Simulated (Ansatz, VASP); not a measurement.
# One calculation of Ti, two programs

```
Ti
1.0
     0.00000    2.08075    2.13150
     2.08075    0.00000    2.13150
     2.08075    2.08075    0.00000
Ti
1
Direct
  0.00000 0.00000 0.00000
```

Change from the starting cell: strain +0.025 along x and y, +0.050 along z, atoms carried along.

Alike in both runs: task single point; functional r2SCAN; k mesh 20 × 20 × 20; occupations gaussian, width 0.15 eV; no spin polarisation.

|  | VASP | Ansatz |
| --- | --- | --- |
| version | VASP 6.6.1 | Ansatz 0.2.0 |
| potentials or method | VASP PAW PBE potentials, release 64 (Ti_sv), cutoff 520 eV | scalar-relativistic, plane waves, PAW |
| valence electrons in the cell | 12 | 12 |

```csv
,VASP,Ansatz,Ansatz less VASP
gap on the k mesh at the Fermi level (eV),none,none,-
pressure (GPa),-5.8,-6.1,-0.34
"traceless stress, the component that is largest in VASP (GPa)",-0.57,-0.57,+0.001
```

VASP's potentials were made for PBE, not for r2SCAN. A gap of «none» marks a metal or a gap that the smearing closes. With one functional, cell and mesh, what is left measures potentials, basis and numerics.
